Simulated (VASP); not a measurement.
Zn, 1 atom in the cell. It takes space group Im-3m (No. 229, cubic). The conventional cell has a = 3.130 Å, b = 3.130 Å, c = 3.130 Å, α = 90.00°, β = 90.00°, γ = 90.00°. Zn (site symmetry m-3m) has 14 Zn at 2.71 to 3.13 Å within 3.6 Å. 

```yaml
Program: VASP 6.6.1
Task: relaxation of cell and atoms
Functional: PBE
Potentials_or_basis: VASP PAW PBE potentials, release 64 (Zn)
Cutoff: 600 eV
k_mesh: 18 × 18 × 18
Occupations: gaussian, width 0.05 eV
Spin: no spin polarisation
Target_pressure: 20 GPa
Dipole_correction: no
Further_INCAR_settings: ALGO = Normal; EDIFF = 1e-06; IBRION = 2; EDIFFG = -0.01; NSW = 80; ISIF = 3
```

Potentials or basis: VASP PAW PBE potentials, release 64 (Zn).

Launch:

```bash
$ cat potpaw_PBE.64/Zn/POTCAR > POTCAR
$ mpirun -np 1 vasp_std > vasp.out
```

Hardware: 1 thread of Intel(R) Xeon(R) 6975P-C (Granite Rapids), with other jobs on the host.

Q: How long does it take, and how much memory?

A: Wall time 39 s on 1 thread of Intel(R) Xeon(R) 6975P-C (Granite Rapids) (shared host), peak memory 0.17 GiB. Counts: scf iterations 41, k points 195, ion steps 6.
